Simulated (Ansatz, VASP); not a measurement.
# Os: VASP beside Ansatz

```
CELL_PARAMETERS angstrom
3.37783 1.95019 5.86788
-3.37783 1.95019 5.86788
0.00000 -3.90039 5.86788
ATOMIC_POSITIONS crystal
Os 0.01658 0.64285 0.01658
Os 0.01658 0.01658 0.64285
Os 0.64285 0.01658 0.01658
Os 0.98342 0.35715 0.98342
Os 0.35715 0.98342 0.98342
Os 0.98342 0.98342 0.35715
Os 0.23329 0.60880 0.23329
Os 0.23329 0.23329 0.60880
Os 0.60880 0.23329 0.23329
Os 0.76671 0.39120 0.76671
Os 0.39120 0.76671 0.76671
Os 0.76671 0.76671 0.39120
```

Alike in both runs: functional PBEsol; k mesh 3 × 3 × 3; occupations gaussian, width 0.1 eV; no spin polarisation.

Ansatz relaxed the structure, and its values are those at the end. VASP's run is a single point on that final structure, the one shown.

|  | VASP | Ansatz |
| --- | --- | --- |
| version | VASP 6.6.1 | Ansatz 0.2.0 |
| potentials or method | VASP PAW PBE potentials, release 64 (Os), cutoff 520 eV | scalar-relativistic, plane waves, PAW |
| valence electrons in the cell | 96 | 192 |

|  | VASP | Ansatz | Ansatz less VASP |
| --- | --- | --- | --- |
| gap on the k mesh at the Fermi level (eV) | none | none | - |
| pressure (GPa) | -0.6 | -0.2 | +0.33 |
| rms of the force components (eV/Å) | 0.062 | 0.008 | -0.0541 |

VASP's potentials were made for PBE, not for PBEsol. A gap of «none» marks a metal or a gap that the smearing closes. With one functional, cell and mesh, what is left measures potentials, basis and numerics. VASP's potentials hold 96 valence electrons a cell and Ansatz's 192, so a difference there can come from the potentials and not from the codes.

The k mesh is coarse, so the values compare programs but aren't converged. Neither program's run includes spin-orbit coupling.
